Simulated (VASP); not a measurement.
# ZrS2 in VASP: a series of runs, part 2 of 2

VASP 6.6.1. The steps go on from the part before.

### Step 4. Relaxation of the atoms, PBE+D3(BJ) (biaxial strain -0.020)

INCAR reads:

```
SYSTEM = ZrS2
PREC     = Accurate       ! precision mode
ENCUT    = 450            ! plane-wave cutoff, eV
EDIFF    = 1E-7           ! SCF threshold, eV
ISMEAR   = 0              ! smearing method
SIGMA    = 0.02           ! smearing width, eV
LREAL    = .False.        ! projectors in reciprocal space
LASPH    = .True.         ! aspherical terms in the spheres
NELM     = 120            ! most SCF steps
ALGO     = Normal         ! electronic algorithm
ISIF     = 2              ! what is computed and relaxed
LWAVE    = .False.        ! write WAVECAR
LCHARG   = .False.        ! write CHGCAR
LDIPOL   = .True.       
IDIPOL   = 3            
DIPOL    = 0.5 0.5 0.500
GGA      = PE             ! functional
IVDW     = 12             ! dispersion correction
IBRION   = 2              ! ionic algorithm
NSW      = 60             ! ionic steps
EDIFFG   = -0.01          ! ionic threshold
GGA_COMPAT= .False.      
NELMIN   = 4            
NELMDL   = -8
```

KPOINTS reads:

```
Automatic mesh
0
Gamma
  9 9 1
  0 0 0
```

POSCAR reads:

```
ZrS2
1.0
    3.5755968652      0.0000000000      0.0000000000
   -1.7877984326      3.0965577190      0.0000000000
    0.0000000000      0.0000000000     31.8415096473
S Zr
2 1
Direct
    0.6666666667      0.3333333333      0.4541937806
    0.3333333333      0.6666666667      0.5458062194
    0.0000000000      0.0000000000      0.5000000000
```

Potentials or basis: VASP PAW PBE potentials, release 64 (S, Zr_sv).

Command:

```sh
cat potpaw_PBE.64/S/POTCAR potpaw_PBE.64/Zr_sv/POTCAR > POTCAR
mpirun -np 1 vasp_std > vasp.out
```

OUTCAR:

```text
SYSTEM = ZrS2
   PREC = Accurate
   ENCUT = 450
   EDIFF = 1E-7
   ISMEAR = 0
   LREAL = .False.
   LASPH = .True.
   NELM = 120
   ISIF = 2
   GGA = PE
   IVDW = 12
   IBRION = 2
   NSW = 60
   EDIFFG = -0.01
   NELMIN = 4
   NELMDL = -8
 IVDW          = 12

 ion  position               nearest neighbor table
   1  0.667  0.333  0.454-   3 2.53   3 2.53   3 2.53
   2  0.333  0.667  0.546-   3 2.53   3 2.53   3 2.53
   3  0.000  0.000  0.500-   1 2.53   2 2.53   1 2.53   2 2.53   1 2.53   2 2.53

  LATTYP: Found a hexagonal cell.
 ALAT       =     3.5755968652
 C/A-ratio  =     8.9052292100

  Lattice vectors:

 A1 = (   3.5755968652,   0.0000000000,   0.0000000000)
 A2 = (  -1.7877984326,   3.0965577190,   0.0000000000)
 A3 = (   0.0000000000,   0.0000000000,  31.8415096473)

Analysis of symmetry for initial positions (statically):
=====================================================================
 Subroutine PRICEL returns:
 Original cell was already a primitive cell.

 Routine SETGRP: Setting up the symmetry group for a
 hexagonal supercell.

 Subroutine GETGRP returns: Found 12 space group operations
 (whereof 12 operations were pure point group operations)
 out of a pool of 24 trial point group operations.

The static configuration has the point symmetry D_3d.

Analysis of symmetry for dynamics (positions and initial velocities):
=====================================================================
 Subroutine PRICEL returns:
 Original cell was already a primitive cell.

 Routine SETGRP: Setting up the symmetry group for a
 hexagonal supercell.

 Subroutine GETGRP returns: Found 12 space group operations
 (whereof 12 operations were pure point group operations)
 out of a pool of 24 trial point group operations.

The dynamic configuration has the point symmetry D_3d.

 Subroutine INISYM returns: Found 12 space group operations
 (whereof 12 operations are pure point group operations),
 and found     1 'primitive' translations

----------------------------------------------------------------------------------------

                                     Primitive cell

  volume of cell :     352.5505

  direct lattice vectors                    reciprocal lattice vectors
     3.575596865  0.000000000  0.000000000     0.279673587  0.161469621  0.000000000
    -1.787798433  3.096557719  0.000000000     0.000000000  0.322939241  0.000000000
     0.000000000  0.000000000 31.841509647     0.000000000  0.000000000  0.031405546

  length of vectors
     3.575596865  3.575596865 31.841509647     0.322939241  0.322939241  0.031405546

  position of ions in fractional coordinates (direct lattice)
     0.666666667  0.333333333  0.454193781
     0.333333333  0.666666667  0.545806219
     0.000000000  0.000000000  0.500000000

  ion indices of the primitive-cell ions
   primitive index   ion index
[... 26 lines left out ...]
 ===========================================

 Found     12 irreducible k-points:

 Following reciprocal coordinates:
            Coordinates               Weight
  0.000000  0.000000  0.000000      1.000000
  0.111111  0.000000  0.000000      6.000000
  0.222222  0.000000  0.000000      6.000000
  0.333333  0.000000  0.000000      6.000000
  0.444444  0.000000  0.000000      6.000000
  0.111111  0.111111  0.000000      6.000000
  0.222222  0.111111  0.000000     12.000000
  0.333333  0.111111  0.000000     12.000000
  0.444444  0.111111  0.000000      6.000000
  0.222222  0.222222  0.000000      6.000000
  0.333333  0.222222  0.000000     12.000000
  0.333333  0.333333  0.000000      2.000000
   k-points           NKPTS =     12   k-points in BZ     NKDIM =     12   number of bands    NBANDS=     16
   number of dos      NEDOS =    301   number of ions     NIONS =      3
   total plane-waves  NPLWV = 175616
   dimension x,y,z NGX =    28 NGY =   28 NGZ =  224
   dimension x,y,z NGXF=    56 NGYF=   56 NGZF=  448
   ions per type =               2   1
   NGX,Y,Z   is equivalent  to a cutoff of  13.02, 13.02, 11.70 a.u.
   NGXF,Y,Z  is equivalent  to a cutoff of  26.04, 26.04, 23.39 a.u.
 SYSTEM =  ZrS2
   PREC   = accura    normal or accurate (medium, high low for compatibility)
   ISTART =      0    job   : 0-new  1-cont  2-samecut
   ICHARG =      2    charge: 1-file 2-atom 10-const
   ISPIN  =      1    spin polarized calculation?
   LNONCOLLINEAR =      F non collinear calculations
   LSORBIT =      F    spin-orbit coupling
   LASPH  =      T    aspherical Exc in radial PAW
   ENCUT  =  450.0 eV  33.07 Ry    5.75 a.u.   6.18  6.18 55.08*2*pi/ulx,y,z
   NELM   =    120;   NELMIN=  4; NELMDL= -8     # of ELM steps
   EDIFF  = 0.1E-06   stopping-criterion for ELM
   LREAL  =      F    real-space projection
   EDIFFG = -.1E-01   stopping-criterion for IOM
   NSW    =     60    number of steps for IOM
   IBRION =      2    ionic relax: 0-MD 1-quasi-New 2-CG
   NFREE  =      1    steps in history (QN), initial steepest desc. (CG)
   ISIF   =      2    stress and relaxation
   ISYM   =      2    0-nonsym 1-usesym 2-fastsym
   POTIM  = 0.5000    time-step for ionic-motion
   TEBEG  =    0.0;   TEEND  =   0.0 temperature during run
   PSTRESS=    0.0 pullay stress
   NELECT =      24.0000    total number of electrons
   NUPDOWN=      -1.0000    fix difference up-down
   EMIN   =  10.00;   EMAX   =-10.00  energy-range for DOS
   EFERMI =   0.00;   METHOD = LEGACY
   ISMEAR =     0;   SIGMA  =   0.02  broadening in eV -4-tet -1-fermi 0-gaus
   EFERMI_NEDOS =   21; number of points for ismear=-14 and -15
   IALGO  =     38    algorithm
   IMIX   =      4    mixing-type and parameters
     AMIX     =   0.40;   BMIX     =  1.00
     AMIX_MAG =   1.60;   BMIX_MAG =  1.00
  volume/ion in A,a.u.               =     117.52       793.04
  Fermi-wavevector in a.u.,A,eV,Ry     =   0.668454  1.263195  6.079499  0.446831
  Thomas-Fermi vector in A             =   1.743370
   LORBIT       =      0    0 simple, 1 ext, 2 COOP (PROOUT), +10 PAW based schemes
   GGA     = PE    functional components
   LHFCALC =     F    Hartree Fock is set to
   AEXX    =    0.0000 exact exchange contribution
   IVDW    =    12    specifies the selected vdW correction
   LEPSILON=     F    determine dielectric tensor
   LRPA    =     F    only Hartree local field effects (RPA)
 conjugate gradient relaxation of ions
 non-spin polarized calculation
 Gauss-broadening in eV      SIGMA  =   0.02
  energy-cutoff  :      450.00
  volume of cell :      352.55
 maximum number of plane-waves:      7683
 NGX is ok and might be reduce to    28
   NGX = 13   NGY = 13   NGZ =111

 dipolmoment           0.000000      0.000000     -0.000000 electrons x Angstroem

--------------------------------------- Ionic step        1  -------------------------------------------

 number of electron      23.9999997 magnetization

 Free energy of the ion-electron system (eV)
  ---------------------------------------------------
  ext. energy  EPLUGINS =         0.00000000
  ---------------------------------------------------
  free energy    TOTEN  =       -21.35134848 eV

  energy without entropy =      -21.35134848  energy(sigma->0) =      -21.35134848

------------------------ aborting loop because EDIFF is reached ----------------------------------------

 Edisp (eV)   -0.76976

 E8    (eV) :    -0.3494
[... 73 lines left out ...]
--------------------------------------- Ionic step        3  -------------------------------------------

 number of electron      24.0000003 magnetization

 dipolmoment           0.000000      0.000000      0.000000 electrons x Angstroem

 Free energy of the ion-electron system (eV)
  ---------------------------------------------------
  ext. energy  EPLUGINS =         0.00000000
  ---------------------------------------------------
  free energy    TOTEN  =       -21.37107816 eV

  energy without entropy =      -21.37107816  energy(sigma->0) =      -21.37107816

 E-fermi :  -3.9808     XC(G=0):  -2.1327

 val. band max:       -4.1439311217   @ k =   0.0000   0.0000   0.0000
 cond. band min:      -3.2730406662   @ k =   0.4444   0.0000   0.0000
 fundamental gap:      0.8708904555
 Fermi energy:        -3.9807583955

 k-point     1 :       0.0000    0.0000    0.0000
  band No.  band energies     occupation
      1     -52.9883      2.00000
      2     -31.0762      2.00000
      3     -30.8917      2.00000
      4     -30.8917      2.00000
      5     -16.7846      2.00000
      6     -15.6452      2.00000
[... 207 lines left out ...]
      5     -15.5263      2.00000
      6     -15.5263      2.00000
[... 8 lines left out ...]
     15      -1.0439      0.00000
     16       1.2656      0.00000

------------------------ aborting loop because EDIFF is reached ----------------------------------------

 vacuum level on the upper side and lower side of the slab       (xc-potential included)        -0.009        -0.009

 Edisp (eV)   -0.76436

 E8    (eV) :    -0.3470

  FORCE on cell =-STRESS in cart. coord.  units (eV):
  Direction    XX          YY          ZZ          XY          YZ          ZX
  --------------------------------------------------------------------------------------
  -------------------------------------------------------------------------------------
  Total       1.36469     1.36469    -0.03334     0.00000     0.00000     0.00000
  in kB       6.20187     6.20187    -0.15149     0.00000     0.00000     0.00000
  external pressure =        4.08 kB  Pullay stress =        0.00 kB
[... 18 lines left out ...]
  FREE ENERGIE OF THE ION-ELECTRON SYSTEM (eV)
  ---------------------------------------------------
  free  energy   TOTEN  =       -22.1354350726 eV

  energy  without entropy=      -22.1354350726  energy(sigma->0) =      -22.13543507

 reached required accuracy - stopping structural energy minimisation

 vacuum level on the upper side and lower side of the slab         2.081         2.081
```

Run time: 3.2 min. Hardware: 1 thread of Intel Xeon Platinum 8488C (Sapphire Rapids), shared host; peak memory 0.48 GiB.

Results:

- Free energy: -22.1354 eV
- Energy gained by relaxing: 4.8 meV/atom
- Ionic steps: 3
- Largest force after relaxing: 0.003 eV/Å
- Band gap on the k mesh: 0.87 eV (least direct gap 1.65 eV)
- Dispersion energy per atom: -0.255 eV

Forces on the atoms (eV/Å):
```
S    0.000  0.000  0.003
S    0.000  0.000 -0.003
Zr   0.000  0.000  0.000
```

Step by step:
```csv
step,energy change (eV),largest force (eV/Å),pressure (GPa)
1,0.0000,0.4224,0.81
2,-0.0120,0.1689,0.57
3,-0.0143,0.0030,0.41
```

Final structure:
```
S Zr
1.0
     3.57560    0.00000    0.00000
    -1.78780    3.09656    0.00000
     0.00000    0.00000   31.84151
S Zr
2 1
Direct
  0.66667 0.33333 0.45311
  0.33333 0.66667 0.54689
  0.00000 0.00000 0.50000
```

Caveat: the cell differs from its parent crystal (biaxial strain -0.020).

### Step 5. Relaxation of the atoms, PBE+D3(BJ) (biaxial strain +0.070)

INCAR reads:

```
  ALGO = Normal
  DIPOL = 0.5 0.5 0.500
  EDIFF = 1E-7
  EDIFFG = -0.01
  ENCUT = 450
  GGA = PE
  GGA_COMPAT = F
  IBRION = 2
  IDIPOL = 3
  ISIF = 2
  ISMEAR = 0
  IVDW = 12
  LASPH = T
  LCHARG = F
  LDIPOL = T
  LREAL = F
  LWAVE = F
  NELM = 120
  NELMDL = -8
  NELMIN = 4
  NSW = 60
  PREC = Accurate
  SIGMA = 0.02
```

KPOINTS reads:

```
k-points
0
Gamma
  9 9 1
```

POSCAR reads:

```
ZrS2
1.0
    3.9039680059      0.0000000000      0.0000000000
   -1.9519840030      3.3809354687      0.0000000000
    0.0000000000      0.0000000000     31.8415096473
S Zr
2 1
Direct
    0.6666666667      0.3333333333      0.4541937806
    0.3333333333      0.6666666667      0.5458062194
    0.0000000000      0.0000000000      0.5000000000
```

Command:

```sh
cat potpaw_PBE.64/S/POTCAR potpaw_PBE.64/Zr_sv/POTCAR > POTCAR
mpirun -np 1 vasp_std > vasp.out
```

It took 10 min on 1 thread of Intel Xeon 8259CL, shared host; peak memory 0.49 GiB.

The run converged. Its results:

* Free energy: -21.8785 eV
* Energy gained by relaxing: 44.4 meV/atom
* Ionic steps: 4
* Largest force after relaxing: 0.009 eV/Å
* Band gap on the k mesh: 1.63 eV (least direct gap 1.72 eV)
* Dispersion energy per atom: -0.217 eV

Forces on the atoms (eV/Å):
```
S    0.000  0.000 -0.009
S    0.000  0.000  0.009
Zr   0.000  0.000  0.000
```

Step by step:
```tsv
step	energy change (eV)	largest force (eV/Å)	pressure (GPa)
1	0.0000	1.0527	-1.90
2	-0.0859	0.6351	-1.56
3	-0.1332	0.0124	-1.04
4	-0.1333	0.0092	-1.02
```

Final structure:
```
S Zr
1.0
     3.90397    0.00000    0.00000
    -1.95198    3.38094    0.00000
     0.00000    0.00000   31.84151
S Zr
2 1
Direct
  0.66667 0.33333 0.45814
  0.33333 0.66667 0.54186
  0.00000 0.00000 0.50000
```

Levels at points of the mesh, in eV from the valence-band top:
```csv
k point,band 8,band 9,band 10,band 11,band 12,band 13,band 14,band 15,band 16
"(0.00, 0.00, 0.00)",-2.75,-2.75,-0.36,-0.09,-0.09,1.63,1.63,2.85,5.36
```

Caveat: the cell differs from its parent crystal (biaxial strain +0.070).

### Step 6. Relaxation of the atoms, PBE+D3(BJ) (biaxial strain +0.020)

INCAR reads:

```
SYSTEM = ZrS2
PREC = Accurate
ENCUT = 450
EDIFF = 1E-7
ISMEAR = 0
SIGMA = 0.02
LREAL = .False.
LASPH = .True.
NELM = 120
ALGO = Normal
ISIF = 2
LWAVE = .False.
LCHARG = .False.
LDIPOL = .True.
IDIPOL = 3
DIPOL = 0.5 0.5 0.500
GGA = PE
IVDW = 12
IBRION = 2
NSW = 60
EDIFFG = -0.01
GGA_COMPAT = .False.
NELMIN = 4
NELMDL = -8
```

KPOINTS reads:

```
Automatic mesh
0
Gamma
  9 9 1
  0 0 0
```

POSCAR reads:

```
ZrS2
1.0
    3.7215395944      0.0000000000      0.0000000000
   -1.8607697972      3.2229478299      0.0000000000
    0.0000000000      0.0000000000     31.8415096473
S Zr
2 1
Direct
    0.6666666667      0.3333333333      0.4541937806
    0.3333333333      0.6666666667      0.5458062194
    0.0000000000      0.0000000000      0.5000000000
```

Potentials or basis: VASP PAW PBE potentials, release 64 (S, Zr_sv).

Command:

```sh
cat potpaw_PBE.64/S/POTCAR potpaw_PBE.64/Zr_sv/POTCAR > POTCAR
mpirun -np 1 vasp_std > vasp.out
```

Run time: 8 min. Hardware: 1 thread of Intel Xeon 8259CL, shared host; peak memory 0.48 GiB.

Results (log left out):

- Free energy: -22.1370 eV
- Energy gained by relaxing: 4.0 meV/atom
- Ionic steps: 3
- Band gap on the k mesh: 1.34 eV (least direct gap 1.71 eV)
- Dispersion energy per atom: -0.237 eV

Forces in eV/Å, atoms in the order of the input:
```
S    0.000  0.000 -0.003
S    0.000  0.000  0.003
Zr   0.000  0.000  0.000
```

The path:
| step | energy change (eV) | largest force (eV/Å) | pressure (GPa) |
| --- | --- | --- | --- |
| 1 | 0.0000 | 0.3523 | -0.68 |
| 2 | -0.0090 | 0.1757 | -0.53 |
| 3 | -0.0119 | 0.0029 | -0.37 |

Final structure:
```
S Zr
1.0
     3.72154    0.00000    0.00000
    -1.86077    3.22295    0.00000
     0.00000    0.00000   31.84151
S Zr
2 1
Direct
  0.66667 0.33333 0.45526
  0.33333 0.66667 0.54474
  0.00000 0.00000 0.50000
```

Levels at points of the mesh, in eV from the valence-band top:
```
           k point  band 8  band 9  band 10  band 11  band 12  band 13  band 14  band 15  band 16
(0.00, 0.00, 0.00)   -2.62   -2.62    -0.67     0.00     0.00     1.71     1.71     2.74     5.31
```

Caveat: the cell differs from its parent crystal (biaxial strain +0.020).

### Step 7. The runs side by side

```tsv
cell	gap on the mesh (eV)	largest force (eV/Å)
atoms relaxed from a = 3.795, b = 3.795, c = 31.842 Å, angles 90.0, 90.0, 120.0°, 3 atoms	1.53	0.01
atoms relaxed from a = 3.503, b = 3.503, c = 31.842 Å, angles 90.0, 90.0, 120.0°, 3 atoms	0.59	-
atoms relaxed from a = 3.576, b = 3.576, c = 31.842 Å, angles 90.0, 90.0, 120.0°, 3 atoms	0.87	-
atoms relaxed from a = 3.904, b = 3.904, c = 31.842 Å, angles 90.0, 90.0, 120.0°, 3 atoms	1.63	0.01
atoms relaxed from a = 3.722, b = 3.722, c = 31.842 Å, angles 90.0, 90.0, 120.0°, 3 atoms	1.34	-
```

Alike in all rows: task relaxation of the atoms; level PBE+D3(BJ); potentials or basis VASP PAW PBE potentials, release 64 (S, Zr_sv); no spin polarisation; k mesh 9 × 9 × 1; cutoff (eV) 450; smearing gaussian 0.02 eV.

Total energies depend on the potentials used, so only differences within one code and one set of settings carry meaning.
